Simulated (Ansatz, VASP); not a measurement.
**CdSe in VASP and in Ansatz**

```xyz
8
Lattice="4.3393 0.0000 0.0000 -2.1696 3.7579 0.0000 0.0000 0.0000 14.1587" Properties=species:S:1:pos:R:3 pbc="T T T"
Cd    0.0000    0.0000   -0.0029
Cd    0.0000    2.5053    3.5391
Cd    0.0000    0.0000    7.0765
Cd    2.1696    1.2526   10.6185
Se    0.0000    0.0000    2.6548
Se    0.0000    2.5053    6.1978
Se    0.0000    0.0000    9.7341
Se    2.1696    1.2526   13.2772
```

Alike in both runs: task single point; functional LDA; k mesh 12 × 12 × 2; no spin polarisation.

|  | VASP | Ansatz |
| --- | --- | --- |
| version | VASP 6.6.1 | Ansatz 0.2.0 |
| potentials or method | VASP PAW LDA potentials, release 64 (Cd, Se) | plane waves, PAW |
| plane-wave cutoff (eV) | 520 | 420 |
| occupations | gaussian, width 0.01 eV | fixed |
| valence electrons in the cell | 72 | 144 |

Ansatz gave:

```
gap on the k mesh at the Fermi level (eV) : 0.31
pressure (GPa)                            : -3.1
```

Question: Estimate VASP's values.

Answer: gap on the k mesh at the Fermi level (eV): 0.34; pressure (GPa): -2.8.

LDA's correlation is that of Perdew and Zunger in VASP and of Perdew and Wang (1992) in Ansatz. VASP's potentials hold 72 valence electrons a cell and Ansatz's 144, so a difference there can come from the potentials and not from the codes.
